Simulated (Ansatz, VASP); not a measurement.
# One calculation of W, two programs

```
W
1.0
    -1.59178    1.59178    1.59178
     1.59178   -1.59178    1.59178
     1.59178    1.59178   -1.59178
W
1
Direct
  0.00000 0.00000 0.00000
```

Alike in both runs: task single point; functional PBE; k mesh 18 × 18 × 18; occupations gaussian, width 0.1 eV; no spin polarisation.

|  | VASP | Ansatz |
| --- | --- | --- |
| version | VASP 6.6.1 | Ansatz 0.2.0 |
| potentials or method | VASP PAW PBE potentials, release 64 (W_sv), cutoff 520 eV | scalar-relativistic, plane waves, PAW |
| valence electrons in the cell | 14 | 14 |

```csv
,VASP,Ansatz,Ansatz less VASP
gap on the k mesh at the Fermi level (eV),none,none,-
pressure (GPa),0.5,0.0,-0.50
```

A gap of «none» marks a metal or a gap that the smearing closes.

Neither program's run includes spin-orbit coupling.
